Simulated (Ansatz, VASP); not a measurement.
**One calculation of AlN, two programs**

INCAR

```
SYSTEM = AlN
ALGO     = Normal         ! electronic algorithm
EDIFF    = 1E-6           ! SCF threshold, eV
ENCUT    = 520            ! plane-wave cutoff, eV
GGA      = CA             ! functional
ISIF     = 2              ! what is computed and relaxed
ISMEAR   = -1             ! smearing method
LASPH    = .TRUE.         ! aspherical terms in the spheres
LCHARG   = .FALSE.        ! write CHGCAR
LREAL    = .FALSE.        ! projectors in reciprocal space
LWAVE    = .FALSE.        ! write WAVECAR
NBANDS   = 11             ! bands
NELM     = 60             ! most SCF steps
PREC     = Accurate       ! precision mode
SIGMA    = 0.02           ! smearing width, eV
```

Contents of KPOINTS:

```
k-points
0
G
  8 8 8
  0 0 0
```

File POSCAR:

```
AlN
1.0
    0.0000000000      1.9558733333      1.9690000000
    1.9558733333      0.0000000000      1.9690000000
    1.9558733333      1.9558733333      0.0000000000
Al N
1 1
Direct
    0.0000000000      0.0000000000      0.0000000000
    0.5000000000      0.5000000000      0.5000000000
```

Input for Ansatz:

```yaml
crystal:
  lattice:
    - [0.0, 1.9558733333333334, 1.969]
    - [1.9558733333333334, 0.0, 1.969]
    - [1.9558733333333334, 1.9558733333333334, 0.0]
  atoms:
    - { symbol: Al, position: [0.0, 0.0, 0.0] }
    - { symbol: "N", position: [0.5, 0.5, 0.5] }
basis:
  ecutwfc: 520.0
kpoints:
  mp_grid:
    grid: [8, 8, 8]
hamiltonian:
  xc: lda
scf:
  occupations:
    method: fermi_dirac
    width: 0.02
output:
  stress: true
```

Alike in both runs: task single point; functional LDA; k mesh 8 × 8 × 8; occupations fermi-dirac, width 0.02 eV; no spin polarisation.

```csv
,VASP,Ansatz
version,VASP 6.6.1,Ansatz 0.2.0
potentials or method,"VASP PAW LDA potentials, release 64 (Al, N), cutoff 520 eV","plane waves, PAW"
valence electrons in the cell,8,8
```

|  | VASP | Ansatz | Ansatz less VASP |
| --- | --- | --- | --- |
| pressure (GPa) | 22.6 | 21.7 | -0.91 |
| traceless stress, the component that is largest in VASP (GPa) | -2.04 | -1.98 | +0.057 |

LDA's correlation is that of Perdew and Zunger in VASP and of Perdew and Wang (1992) in Ansatz.
